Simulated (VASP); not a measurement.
SnTe, 2 atoms in the cell. Symmetry: Fm-3m, No. 225, cubic system. Conventional cell: a = 6.173 Å, b = 6.173 Å, c = 6.173 Å, α = 90.00°, β = 90.00°, γ = 90.00°. Te (site symmetry m-3m) has 6 Sn at 3.09 Å within 4.1 Å. Within 4.1 Å of Sn (site symmetry m-3m) lie 6 Te at 3.09 Å. 

- Program: VASP 6.6.1
- Task: single point
- Functional: PBEsol
- Dispersion: D4
- Potentials or basis: VASP PAW PBE potentials, release 64 (Te, Sn_d)
- Cutoff: 520 eV
- k mesh: 7 × 7 × 7
- Occupations: fermi-dirac, width 0.05 eV
- Spin: no spin polarisation
- Dipole correction: no
- Further INCAR settings: ALGO = Normal; EDIFF = 1e-07; NBANDS = 17

Potentials or basis: VASP PAW PBE potentials, release 64 (Te, Sn_d).

The run is started by

```console
$ cat potpaw_PBE.64/Te/POTCAR potpaw_PBE.64/Sn_d/POTCAR > POTCAR
$ mpirun -np 1 vasp_std > vasp.out
```

Hardware: 1 thread of AMD EPYC 7R43 64-Core Processor (Zen 3), on a shared host.

Q: How long does it take, and how much memory?

A: Run time: 20 s on 1 thread of AMD EPYC 7R43 64-Core Processor (Zen 3), with other jobs on the host, peak memory 0.15 GiB. Counts: scf iterations 14, k points 20.
